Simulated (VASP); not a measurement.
Write the native input for VASP 6.6.1 that does the following.

```yaml
Task: single point
Functional: PBEsol
Potentials_or_basis: VASP PAW PBE potentials, release 64 (Pt)
Cutoff: 520 eV
k_mesh: 16 × 16 × 16
Occupations: fermi-dirac, width 0.1 eV
Spin: no spin polarisation
Dipole_correction: no
Further_INCAR_settings: ALGO = Normal; EDIFF = 1e-07; NBANDS = 11
```

The structure of Pt lies in POSCAR:

```
Pt
1.0
   -1.5402954614      1.5402954614      1.5402954614
    1.5402954614     -1.5402954614      1.5402954614
    1.5402954614      1.5402954614     -1.5402954614
Pt
1
Direct
    0.0000000000      0.0000000000      0.0000000000
```

This cell differs from its parent crystal: volume scaled by 0.96.

The input as run:

INCAR

```
SYSTEM = Pt
ALGO = Normal
EDIFF = 1E-7
ENCUT = 520
GGA = PS
ISIF = 2
ISMEAR = -1
LASPH = .True.
LCHARG = .False.
LREAL = .False.
LWAVE = .False.
NBANDS = 11
NELM = 100
PREC = Accurate
SIGMA = 0.1
```

KPOINTS

```
k-points
0
Gamma
  16 16 16
  0 0 0
```

Potentials or basis: VASP PAW PBE potentials, release 64 (Pt).

Run with:

```console
$ cat potpaw_PBE.64/Pt/POTCAR > POTCAR
$ mpirun -np 1 vasp_std > vasp.out
```

Results of the run:

| Quantity | Value |
| --- | --- |
| Pressure | 12.1 GPa |
| Band gap on the k mesh | zero (band 5 reaches 12.61 eV, above the bottom of band 6 at 10.18 eV) |

Caveat: the PAW data sets were made with another functional, which shifts forces and pressure a little; spin-orbit coupling is left out, which moves the levels of the heavy elements.

It took 8.1 s on 1 thread of AMD EPYC 9R45 96-Core Processor (Zen 5), with other jobs on the host, peak memory 0.11 GiB.
